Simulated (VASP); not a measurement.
GdN, 2 atoms in the cell. It takes space group Fm-3m (No. 225, cubic). The conventional cell has a = 4.990 Å, b = 4.990 Å, c = 4.990 Å, α = 90.00°, β = 90.00°, γ = 90.00°. Within 3.3 Å of Gd (site symmetry m-3m) lie 6 N at 2.50 Å. N (site symmetry m-3m) has 6 Gd at 2.50 Å within 3.3 Å. 

```yaml
Program: VASP 6.6.1
Task: single point
Functional: PBE
Potentials_or_basis: VASP PAW PBE potentials, release 64 (Gd, N)
Cutoff: 600 eV
k_mesh: 4 × 4 × 4
Occupations: fermi-dirac, width 0.1 eV
Spin: collinear spin, ferromagnetic start
Starting_moments: "[7.0, 0.0] μB"
Dipole_correction: no
Further_INCAR_settings: ALGO = Normal; EDIFF = 1e-06; NBANDS = 22
```

Potentials or basis: VASP PAW PBE potentials, release 64 (Gd, N).

Launch:

```console
$ cat potpaw_PBE.64/Gd/POTCAR potpaw_PBE.64/N/POTCAR > POTCAR
$ mpirun -np 1 vasp_std > vasp.out
```

Hardware: 1 thread of Intel(R) Xeon(R) Platinum 8375C CPU @ 2.90GHz (Ice Lake) (shared host).

**Question.** How long does it take, and how much memory?

**Answer.** Run time: 55 s on 1 thread of Intel(R) Xeon(R) Platinum 8375C CPU @ 2.90GHz (Ice Lake), on a shared host, peak memory 0.19 GiB. Counts: scf iterations 37, k points 8.
